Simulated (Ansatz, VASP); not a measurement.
# One calculation of NaH, two programs

```
CELL_PARAMETERS angstrom
3.95331 0.00000 0.00000
-1.97665 3.42366 0.00000
0.00000 0.00000 4.82832
ATOMIC_POSITIONS crystal
Na 0.33333 0.66667 0.25000
Na 0.66667 0.33333 0.75000
H 0.66667 0.33333 0.25000
H 0.33333 0.66667 0.75000
```

Alike in both runs: task single point; functional PBE; k mesh 6 × 6 × 4; no spin polarisation.

```csv
,VASP,Ansatz
version,VASP 6.6.1,Ansatz 0.2.0
potentials or method,"VASP PAW PBE potentials, release 64 (Na_pv, H), cutoff 520 eV",plane waves
occupations,"gaussian, width 0.01 eV",fixed
valence electrons in the cell,16,20
```

Ansatz gave:

```
gap on the k mesh at the Fermi level (eV)                     : 3.33
pressure (GPa)                                                : 0.4
traceless stress, the component that is largest in VASP (GPa) : 0.08
```

Q: Which values does VASP return?

A: gap on the k mesh at the Fermi level (eV): 3.33; pressure (GPa): 0.3; traceless stress, the component that is largest in VASP (GPa): 0.07.

VASP's potentials hold 16 valence electrons a cell and Ansatz's 20, so a difference there can come from the potentials and not from the codes.
